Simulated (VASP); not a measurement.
# In4Sb3As in VASP: further runs

In4Sb3As is run at these levels: PBE; tasks: single point, relaxation of cell and atoms.

Everything below comes from runs of VASP 6.6.1. Logs are shortened: lines on timing, memory, paths and dates and some standing lists are left out, and cuts for length are marked.

## 1. The cell of the first run

The typed cell holds 8 atoms: a = 6.531 Å, b = 6.522 Å, c = 6.529 Å, α = 90.04°, β = 90.09°, γ = 90.02°.

## 2. Single point, PBE

Contents of INCAR:

```
PREC = Accurate ; ENCUT = 520
EDIFF = 1E-6 ; ISMEAR = 0
SIGMA = 0.2 ; LREAL = False
LASPH = True ; NELM = 80
ALGO = Fast ; ISIF = 2
LWAVE = False ; LCHARG = False
GGA = PE ; NBANDS = 46
```

Contents of KPOINTS:

```
Automatic mesh
0
Gamma
  4 4 4
```

Contents of POSCAR:

```
In4Sb3As
1.0
    6.5311605247     -0.0010798816     -0.0050673235
   -0.0010631198      6.5223015302     -0.0021884684
   -0.0050342459     -0.0021203023      6.5285613933
In Sb As
4 3 1
Direct
    0.2426481766      0.7580773263      0.2412386175
    0.2404917629      0.2412311977      0.7600800637
    0.7583897945      0.7583522160      0.7566148348
    0.7581960735      0.2417547531      0.2420014560
    1.0010154315      0.4999652509      0.4997395158
    0.5008521128      0.5002650598     -0.0006709961
    0.4992137121      0.0011708815      0.5003720568
   -0.0008070638     -0.0008166854      0.0006244515
```

Potentials or basis: VASP PAW PBE potentials, release 64 (In_d, Sb, As).

Run with:

```console
cat potpaw_PBE.64/In_d/POTCAR potpaw_PBE.64/Sb/POTCAR potpaw_PBE.64/As/POTCAR > POTCAR
mpirun -np 1 vasp_std > vasp.out
```

OUTCAR:

```text
PREC = Accurate
   ENCUT = 520
   EDIFF = 1E-6
   ISMEAR = 0
   LREAL = False
   LASPH = True
   NELM = 80
   ISIF = 2
   GGA = PE

 ion  position               nearest neighbor table
   1  0.243  0.758  0.241-   8 2.73   7 2.86   6 2.86   5 2.86
   2  0.240  0.241  0.760-   8 2.73   6 2.86   5 2.86   7 2.86
   3  0.758  0.758  0.757-   8 2.73   7 2.86   5 2.86   6 2.86
   4  0.758  0.242  0.242-   8 2.73   5 2.86   6 2.86   7 2.86
   5  0.001  0.500  0.500-   4 2.86   3 2.86   2 2.86   1 2.86
   6  0.501  0.500  0.999-   2 2.86   1 2.86   4 2.86   3 2.86
   7  0.499  0.001  0.500-   3 2.86   1 2.86   4 2.86   2 2.86
   8  0.999  0.999  0.001-   2 2.73   3 2.73   1 2.73   4 2.73

  LATTYP: Found a triclinic cell.
 ALAT       =     6.5285636786
 B/A-ratio  =     1.4130688495
 C/A-ratio  =     1.7314037099
 COS(alpha) =     0.0000171213
 COS(beta)  =     0.5770531758
 COS(gamma) =     0.7072128509

  Lattice vectors:

 A1 = (   0.0050342459,   0.0021203023,  -6.5285613933)
 A2 = (   0.0060973657,  -6.5201812279,  -6.5263729249)
 A3 = (  -6.5271893986,   6.5255017141,  -6.5256825382)

Analysis of symmetry for initial positions (statically):
=====================================================================
 Subroutine PRICEL returns:
 Original cell was already a primitive cell.

 Routine SETGRP: Setting up the symmetry group for a
 triclinic supercell.

 Subroutine GETGRP returns: Found  1 space group operations
 (whereof  1 operations were pure point group operations)
 out of a pool of  2 trial point group operations.

The static configuration has the point symmetry C_1 .

Analysis of symmetry for dynamics (positions and initial velocities):
=====================================================================
 Subroutine PRICEL returns:
 Original cell was already a primitive cell.

 Routine SETGRP: Setting up the symmetry group for a
 triclinic supercell.

 Subroutine GETGRP returns: Found  1 space group operations
 (whereof  1 operations were pure point group operations)
 out of a pool of  2 trial point group operations.

The dynamic configuration has the point symmetry C_1 .

 Subroutine INISYM returns: Found  1 space group operations
 (whereof  1 operations are pure point group operations),
 and found     1 'primitive' translations

----------------------------------------------------------------------------------------

                                     Primitive cell

  volume of cell :     278.1047

  direct lattice vectors                    reciprocal lattice vectors
     6.531160525 -0.001079882 -0.005067324     0.153112241  0.000024997  0.000118075
    -0.001063120  6.522301530 -0.002188468     0.000025389  0.153320133  0.000049814
    -0.005034246 -0.002120302  6.528561393     0.000118851  0.000051415  0.153173210

  length of vectors
     6.531162580  6.522301984  6.528563679     0.153112289  0.153320143  0.153173265

  position of ions in fractional coordinates (direct lattice)
     0.242648177  0.758077326  0.241238618
     0.240491763  0.241231198  0.760080064
     0.758389794  0.758352216  0.756614835
     0.758196074  0.241754753  0.242001456
     0.001015432  0.499965251  0.499739516
     0.500852113  0.500265060  0.999329004
     0.499213712  0.001170882  0.500372057
     0.999192936  0.999183315  0.000624452

  ion indices of the primitive-cell ions
   primitive index   ion index
                 1           1
                 2           2
                 3           3
                 4           4
                 5           5
                 6           6
                 7           7
                 8           8

----------------------------------------------------------------------------------------

 KPOINTS: Automatic mesh

Automatic generation of k-mesh.
 Grid dimensions read from file:
 generate k-points for:    4    4    4

 Generating k-lattice:

  Cartesian coordinates                     Fractional coordinates (reciprocal lattice)
     0.038278060  0.000006249  0.000029519     0.250000000  0.000000000  0.000000000
     0.000006347  0.038330033  0.000012453     0.000000000  0.250000000  0.000000000
     0.000029713  0.000012854  0.038293303    -0.000000000  0.000000000  0.250000000

  Length of vectors
     0.038278072  0.038330036  0.038293316

  Shift w.r.t. Gamma in fractional coordinates (k-lattice)
     0.000000000  0.000000000  0.000000000

 Subroutine IBZKPT returns following result:
 ===========================================

 Found     36 irreducible k-points:

 Following reciprocal coordinates:
            Coordinates               Weight
  0.000000  0.000000  0.000000      1.000000
  0.250000 -0.000000 -0.000000      2.000000
  0.500000 -0.000000 -0.000000      1.000000
 -0.000000  0.250000 -0.000000      2.000000
  0.250000  0.250000 -0.000000      2.000000
  0.500000  0.250000 -0.000000      2.000000
[... 16 lines left out ...]
  0.000000 -0.250000  0.250000      2.000000
  0.250000 -0.250000  0.250000      2.000000
 [... further k-points ...]
   k-points           NKPTS =     36   k-points in BZ     NKDIM =     36   number of bands    NBANDS=     46
   number of dos      NEDOS =    301   number of ions     NIONS =      8
   total plane-waves  NPLWV = 125000
   dimension x,y,z NGX =    50 NGY =   50 NGZ =   50
   dimension x,y,z NGXF=   100 NGYF=  100 NGZF=  100
   ions per type =               4   3   1
   NGX,Y,Z   is equivalent  to a cutoff of  12.73, 12.74, 12.73 a.u.
   NGXF,Y,Z  is equivalent  to a cutoff of  25.45, 25.49, 25.46 a.u.
 SYSTEM =  unknown system
   PREC   = accura    normal or accurate (medium, high low for compatibility)
   ISTART =      0    job   : 0-new  1-cont  2-samecut
   ICHARG =      2    charge: 1-file 2-atom 10-const
   ISPIN  =      1    spin polarized calculation?
   LNONCOLLINEAR =      F non collinear calculations
   LSORBIT =      F    spin-orbit coupling
   LASPH  =      T    aspherical Exc in radial PAW
   ENCUT  =  520.0 eV  38.22 Ry    6.18 a.u.  12.14 12.13 12.14*2*pi/ulx,y,z
   NELM   =     80;   NELMIN=  2; NELMDL= -5     # of ELM steps
   EDIFF  = 0.1E-05   stopping-criterion for ELM
   LREAL  =      F    real-space projection
   EDIFFG = 0.1E-04   stopping-criterion for IOM
   NSW    =      0    number of steps for IOM
   IBRION =     -1    ionic relax: 0-MD 1-quasi-New 2-CG
   NFREE  =      0    steps in history (QN), initial steepest desc. (CG)
   ISIF   =      2    stress and relaxation
   ISYM   =      2    0-nonsym 1-usesym 2-fastsym
   POTIM  = 0.5000    time-step for ionic-motion
   TEBEG  =    0.0;   TEEND  =   0.0 temperature during run
   PSTRESS=    0.0 pullay stress
   NELECT =      72.0000    total number of electrons
   NUPDOWN=      -1.0000    fix difference up-down
   EMIN   =  10.00;   EMAX   =-10.00  energy-range for DOS
   EFERMI =   0.00;   METHOD = LEGACY
   ISMEAR =     0;   SIGMA  =   0.20  broadening in eV -4-tet -1-fermi 0-gaus
   EFERMI_NEDOS =   21; number of points for ismear=-14 and -15
   IALGO  =     68    algorithm
   IMIX   =      4    mixing-type and parameters
     AMIX     =   0.40;   BMIX     =  1.00
     AMIX_MAG =   1.60;   BMIX_MAG =  1.00
  volume/ion in A,a.u.               =      34.76       234.59
  Fermi-wavevector in a.u.,A,eV,Ry     =   1.043397  1.971734 14.812350  1.088677
  Thomas-Fermi vector in A             =   2.178104
   LORBIT       =      0    0 simple, 1 ext, 2 COOP (PROOUT), +10 PAW based schemes
   GGA     = PE    functional components
   LHFCALC =     F    Hartree Fock is set to
   AEXX    =    0.0000 exact exchange contribution
   IVDW    =     0    specifies the selected vdW correction
   LEPSILON=     F    determine dielectric tensor
   LRPA    =     F    only Hartree local field effects (RPA)
 non-spin polarized calculation
 RMM-DIIS sequential band-by-band and
 Gauss-broadening in eV      SIGMA  =   0.20
  energy-cutoff  :      520.00
  volume of cell :      278.10
 maximum number of plane-waves:      7568
 NGX is ok and might be reduce to    50
   NGX = 25   NGY = 25   NGZ = 25

 number of electron      72.0000002 magnetization

 Free energy of the ion-electron system (eV)
  ---------------------------------------------------
  ext. energy  EPLUGINS =         0.00000000
  ---------------------------------------------------
  free energy    TOTEN  =       -28.45008946 eV

  energy without entropy =      -28.43927162  energy(sigma->0) =      -28.44468054

 E-fermi :   4.3239     XC(G=0):  -8.4793

 val. band max:        4.2957536833   @ k =   0.0000   0.0000   0.0000
 cond. band min:       4.9196184341   @ k =   0.5000   0.5000   0.5000
 fundamental gap:      0.6238647508
 Fermi energy:         4.3238762733

 k-point     1 :       0.0000    0.0000    0.0000
  band No.  band energies     occupation
      1     -10.2536      2.00000
      2     -10.2291      2.00000
      3     -10.2290      2.00000
      4     -10.1609      2.00000
      5     -10.1607      2.00000
      6     -10.1605      2.00000
[... 38 lines left out ...]
     45       7.4448      0.00000
     46       7.4532      0.00000

 k-point     2 :       0.2500   -0.0000   -0.0000
  band No.  band energies     occupation
      1     -10.2479      2.00000
      2     -10.2223      2.00000
      3     -10.2208      2.00000
      4     -10.1718      2.00000
      5     -10.1556      2.00000
      6     -10.1553      2.00000
[... 38 lines left out ...]
     45       8.1485      0.00000
     46       8.1547      0.00000

 k-point     3 :       0.5000   -0.0000   -0.0000
  band No.  band energies     occupation
      1     -10.2416      2.00000
      2     -10.2142      2.00000
      3     -10.2039      2.00000
      4     -10.1916      2.00000
      5     -10.1465      2.00000
      6     -10.1458      2.00000
[... 1018 lines left out ...]
     45       7.9532      0.00000
     46       8.6398      0.00000

 k-point    24 :       0.2500   -0.2500    0.2500
  band No.  band energies     occupation
      1     -10.2390      2.00000
      2     -10.2108      2.00000
      3     -10.2104      2.00000
      4     -10.1810      2.00000
      5     -10.1527      2.00000
      6     -10.1525      2.00000
[... 38 lines left out ...]
     45       8.1523      0.00000
     46       8.8949      0.00000

 [... further k-points ...]

------------------------ aborting loop because EDIFF is reached ----------------------------------------

  FORCE on cell =-STRESS in cart. coord.  units (eV):
  Direction    XX          YY          ZZ          XY          YZ          ZX
  --------------------------------------------------------------------------------------
  -------------------------------------------------------------------------------------
  Total       -0.0670882     -0.0037462     -0.0487190      0.0202877      0.0214244      0.0580975
  in kB       -0.3864992     -0.0215818     -0.2806728      0.1168786      0.1234273      0.3347030
  external PRESSURE =      -0.2295846 kB  Pullay stress =       0.0000000 kB

 VOLUME and BASIS-vectors are now :
 -----------------------------------------------------------------------------
  energy-cutoff  :      520.00
  volume of cell :      278.10
      direct lattice vectors                 reciprocal lattice vectors
     6.531160525 -0.001079882 -0.005067324     0.153112241  0.000024997  0.000118075
    -0.001063120  6.522301530 -0.002188468     0.000025389  0.153320133  0.000049814
    -0.005034246 -0.002120302  6.528561393     0.000118851  0.000051415  0.153173210

 POSITION                                       TOTAL-FORCE (eV/Angst)
 -----------------------------------------------------------------------------------
      1.58275      4.94364      1.57205        -0.007932      0.005002     -0.001145
      1.56661      1.57151      4.96048         0.001180     -0.002329     -0.004598
      4.94855      4.94378      4.93410         0.002606      0.004124      0.011236
      4.95042      1.57547      1.57555         0.004591     -0.004550     -0.006046
      0.00358      3.25986      3.26148        -0.002415     -0.000670      0.001229
      3.26558      3.26022      6.52055        -0.004358     -0.001813      0.003331
      3.25792      0.00604      3.26418         0.003146     -0.003875     -0.001456
      6.52482      6.51589     -0.00317         0.003182      0.004111     -0.002551
 -----------------------------------------------------------------------------------
    total drift:                                0.000014      0.000142     -0.000232

  FREE ENERGIE OF THE ION-ELECTRON SYSTEM (eV)
  ---------------------------------------------------
  free  energy   TOTEN  =       -28.4500894638 eV

  energy  without entropy=      -28.4392716156  energy(sigma->0) =      -28.44468054
```

Run time: 9.9 min. Hardware: 1 thread of Oxide Virtual Turin-like, shared host; peak memory 0.57 GiB.

Results:

```yaml
Free_energy: -28.4501 eV
Pressure: 0.0 GPa
Largest_force: 0.012 eV/Å
Band_gap_on_the_k_mesh: zero (bands 36 and 37 overlap by 0.01 eV)
```

Forces on the atoms (eV/Å):
```
In  -0.008  0.005 -0.001
In   0.001 -0.002 -0.005
In   0.003  0.004  0.011
In   0.005 -0.005 -0.006
Sb  -0.002 -0.001  0.001
Sb  -0.004 -0.002  0.003
Sb   0.003 -0.004 -0.001
As   0.003  0.004 -0.003
```

Caveat: semilocal functionals underestimate gaps, and a narrow one can read as zero; spin-orbit coupling is left out, which moves the levels of the heavy elements.

## 3. Relaxation of cell and atoms, PBE

This run uses another cell than the first one, of 34.51 Å³/atom.

Contents of INCAR:

```
SYSTEM = In4Sb3As
ALGO = Fast ; EDIFF = 1E-6
EDIFFG = -0.01 ; ENCUT = 600
GGA = PE ; IBRION = 2
ISIF = 3 ; ISMEAR = 0
LASPH = .TRUE. ; LCHARG = .FALSE.
LREAL = .FALSE. ; LWAVE = .FALSE.
NELM = 100 ; NSW = 100
PREC = Accurate ; SIGMA = 0.1
```

Contents of KPOINTS:

```
k-points
0
G
  6 6 6
  0 0 0
```

Contents of POSCAR:

```
In4Sb3As
1.0
    6.5117044116      0.0000000000      0.0000000000
    0.0000000000      6.5117044116      0.0000000000
    0.0000000000      0.0000000000      6.5117044116
In Sb As
4 3 1
Direct
    0.2418202986      0.7581797014      0.2418202986
    0.2418202986      0.2418202986      0.7581797014
    0.7581797014      0.7581797014      0.7581797014
    0.7581797014      0.2418202986      0.2418202986
    0.0000000000      0.5000000000      0.5000000000
    0.5000000000      0.5000000000      0.0000000000
    0.5000000000      0.0000000000      0.5000000000
    0.0000000000      0.0000000000      0.0000000000
```

Potentials or basis: VASP PAW PBE potentials, release 64 (In_d, Sb, As).

Run with:

```console
cat potpaw_PBE.64/In_d/POTCAR potpaw_PBE.64/Sb/POTCAR potpaw_PBE.64/As/POTCAR > POTCAR
mpirun -np 1 vasp_std > vasp.out
```

Run time: 19 min. Hardware: 1 thread of Oxide Virtual Turin-like, shared host; peak memory 0.59 GiB.

It converged, with:

- Free energy: -28.4605 eV
- Relaxed volume: 34.73 Å³/atom
- Relaxed cell: a = 6.525 Å, b = 6.525 Å, c = 6.525 Å, α = 90.00°, β = 90.00°, γ = 90.00°
- Space group after relaxing (to 0.1 Å): P-43m (No. 215)
- Energy gained by relaxing: 0.2 meV/atom
- Ionic steps: 8
- Pressure after relaxing: 0.0 GPa
- Largest force after relaxing: 0.003 eV/Å
- Band gap on the k mesh: zero (bands 36 and 37 overlap by 0.01 eV)

Forces on the atoms (eV/Å):
```
In  -0.002  0.002 -0.002
In  -0.002 -0.002  0.002
In   0.002  0.002  0.002
In   0.002 -0.002 -0.002
Sb   0.000  0.000  0.000
Sb   0.000  0.000  0.000
Sb   0.000  0.000  0.000
As   0.000  0.000  0.000
```

Step by step:
```
step  energy change (eV)  largest force (eV/Å)  pressure (GPa)  volume (Å³)
   1              0.0000                0.0216            0.25       276.11
   2             -0.0013                0.0093            0.05       278.23
   3             -0.0009                0.0046           -0.14       278.83
   4             -0.0012                0.0118           -0.08       278.40
   5             -0.0013                0.0128           -0.06       278.30
   6             -0.0014                0.0035            0.07       277.78
   7             -0.0014                0.0126           -0.02       277.89
   8             -0.0014                0.0033           -0.01       277.85
```

Final structure:
```
In Sb As
1.0
     6.52538    0.00000    0.00000
     0.00000    6.52538    0.00000
     0.00000    0.00000    6.52538
In Sb As
4 3 1
Direct
  0.24168 0.75832 0.24168
  0.24168 0.24168 0.75832
  0.75832 0.75832 0.75832
  0.75832 0.24168 0.24168
  0.00000 0.50000 0.50000
  0.50000 0.50000 0.00000
  0.50000 0.00000 0.50000
  0.00000 0.00000 0.00000
```

Levels at points of the mesh, in eV from the Fermi level:
```tsv
k point	band 32	band 33	band 34	band 35	band 36	band 37	band 38	band 39	band 40	band 41
(0.00, 0.00, 0.00)	-2.03	-2.03	-0.70	-0.02	-0.02	-0.02	1.40	1.40	1.45	1.45
(0.50, 0.00, 0.00)	-2.50	-1.47	-1.47	-1.15	-1.15	1.59	1.78	2.22	2.46	3.31
(0.50, 0.50, 0.00)	-2.40	-1.16	-1.16	-0.91	-0.73	1.65	1.86	2.14	2.14	4.08
(0.50, 0.50, 0.50)	-0.84	-0.84	-0.84	-0.68	-0.68	-0.03	0.62	0.62	0.62	3.77
```

Caveat: semilocal functionals underestimate gaps, and a narrow one can read as zero; spin-orbit coupling is left out, which moves the levels of the heavy elements.

The gap in the log of VASP goes by the Fermi energy; the results here count the filled bands.